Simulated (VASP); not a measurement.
SnTe (rocksalt type): single point with PBEsol

SnTe (rocksalt type):

```
Sn Te
1.0
     0.00000    3.01221    3.01221
     3.01221    0.00000    3.01221
     3.01221    3.01221    0.00000
Sn Te
1 1
Direct
  0.00000 0.00000 0.00000
  0.50000 0.50000 0.50000
```

This cell differs from its parent crystal: volume scaled by 0.88.

* Program: VASP 6.6.1
* Task: single point
* Functional: PBEsol
* Potentials or basis: VASP PAW PBE potentials, release 64 (Sn_d, Te)
* Cutoff: 520 eV
* k mesh: 11 × 11 × 11
* Occupations: fermi-dirac, width 0.08 eV
* Spin: no spin polarisation

* Pressure: 8.1 GPa

Levels at points of the mesh, in eV from the Fermi level:
| k point | band 8 | band 9 | band 10 | band 11 | band 12 | band 13 |
| --- | --- | --- | --- | --- | --- | --- |
| (0.00, 0.00, 0.00) | -2.55 | -2.55 | -2.55 | 3.58 | 3.58 | 3.58 |

Run time: 81 s on 1 thread of Intel Xeon 8259CL (shared host), peak memory 0.21 GiB.

Caveat: this odd mesh misses L, where the gap lies, so gap, dielectric constants and Born charges aren't listed; the PAW data sets were made with another functional, which shifts forces and pressure a little; spin-orbit coupling is left out, which moves the levels of the heavy elements.
